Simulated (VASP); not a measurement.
Runs of VASP 6.6.1 on Si2Br. The structure is that of space group P6/mmm (No. 191), or close to it. The cells are those of the table. 

| task | level | cell | k mesh | cutoff (eV) | gap on the mesh (eV) | pressure (GPa) |
| --- | --- | --- | --- | --- | --- | --- |
| single point | r2SCAN+D3(BJ) | a = 3.992, b = 3.992, c = 4.954 Å, angles 90.0, 90.0, 120.0°, 3 atoms | 12 × 12 × 10 | 520 | none | -0.4 |
| single point | r2SCAN+D3(BJ) | a = 3.964, b = 3.964, c = 5.073 Å, angles 90.0, 90.0, 120.0°, 3 atoms | 12 × 12 × 10 | 520 | none | -0.1 |
| single point | PBE | a = 3.992, b = 3.992, c = 4.954 Å, angles 90.0, 90.0, 120.0°, 3 atoms | 12 × 12 × 16 | 520 | none | 0.0 |
| relaxation of cell and atoms | PBE | relaxed from a = 3.992, b = 3.992, c = 4.954 Å, angles 90.0, 90.0, 120.0°, 3 atoms | 12 × 12 × 10 | 600 | none | 0.0 |
| single point | PBE | a = 3.992, b = 3.992, c = 4.954 Å, angles 90.0, 90.0, 120.0°, 3 atoms | 12 × 12 × 10 | 520 | none | 0.0 |
| single point | PBE | a = 4.779, b = 4.779, c = 3.038 Å, angles 90.0, 90.0, 120.0°, 3 atoms | 6 × 6 × 6 | 520 | none | (a) |

Alike in all rows: potentials or basis VASP PAW PBE potentials, release 64 (Si, Br); no spin polarisation; smearing gaussian 0.1 eV.

Fill in the values left out.

(a) -2.7.

Caveats: an odd number of electrons without spin polarisation forces a metal; a magnetic or distorted state may lie lower; three body term missing (at least some runs); the PAW data sets were made with another functional, which shifts forces and pressure a little (at least some runs); the relaxation stopped at its first step, so nothing moved (at least some runs).

A k mesh can miss the band edges, and the runs leave out spin-orbit coupling on Br.

A gap of «none» marks levels without a gap at the run's occupations.
